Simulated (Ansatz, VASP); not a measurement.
**One calculation of MnS, two programs**

File INCAR:

```
  PREC = Accurate
  ENCUT = 520
  EDIFF = 1E-6
  ISMEAR = 0
  SIGMA = 0.05
  LREAL = False
  LASPH = True
  NELM = 80
  ALGO = Normal
  ISIF = 2
  LWAVE = False
  LCHARG = False
  GGA = PE
  NBANDS = 16
```

Contents of KPOINTS:

```
regular mesh
0
Gamma
  10 10 10
```

The input POSCAR:

```
MnS
1.0
    0.0000000000      2.4720496195      2.4720496195
    2.4720496195      0.0000000000      2.4720496195
    2.4720496195      2.4720496195      0.0000000000
Mn S
1 1
Direct
    0.0000000000      0.0000000000      0.0000000000
    0.2500000000      0.2500000000      0.2500000000
```

Input for Ansatz:

```yaml
crystal:
  lattice:
    - [0.0, 2.4720496195, 2.4720496195]
    - [2.4720496195, 0.0, 2.4720496195]
    - [2.4720496195, 2.4720496195, 0.0]
  atoms:
    - { symbol: Mn, position: [0.0, 0.0, 0.0] }
    - { symbol: S, position: [0.25, 0.25, 0.25] }
basis:
  ecutwfc: 420
  ecutrho_ratio: 4
kpoints:
  mp_grid: { grid: [10, 10, 10] }
hamiltonian:
  xc: pbe
scf:
  occupations: { method: gaussian, width: 0.05 }
output:
  forces: true
  stress: true
  eigenvalues: true
```

Alike in both runs: task single point; functional PBE; k mesh 10 × 10 × 10; occupations gaussian, width 0.05 eV; no spin polarisation.

```csv
,VASP,Ansatz
version,VASP 6.6.1,Ansatz 0.2.0
potentials or method,"VASP PAW PBE potentials, release 64 (Mn_pv, S), cutoff 520 eV","scalar-relativistic, plane waves, PAW"
valence electrons in the cell,19,21
```

Ansatz gave:

| Property | Result |
| --- | --- |
| gap on the k mesh at the Fermi level (eV) | none |
| pressure (GPa) | 3.0 |

Q: Estimate VASP's values.

A: gap on the k mesh at the Fermi level (eV): none; pressure (GPa): 3.1.

A gap of «none» marks a metal or a gap that the smearing closes. With one functional, cell and mesh, what is left measures potentials, basis and numerics. VASP's potentials hold 19 valence electrons a cell and Ansatz's 21, so a difference there can come from the potentials and not from the codes.
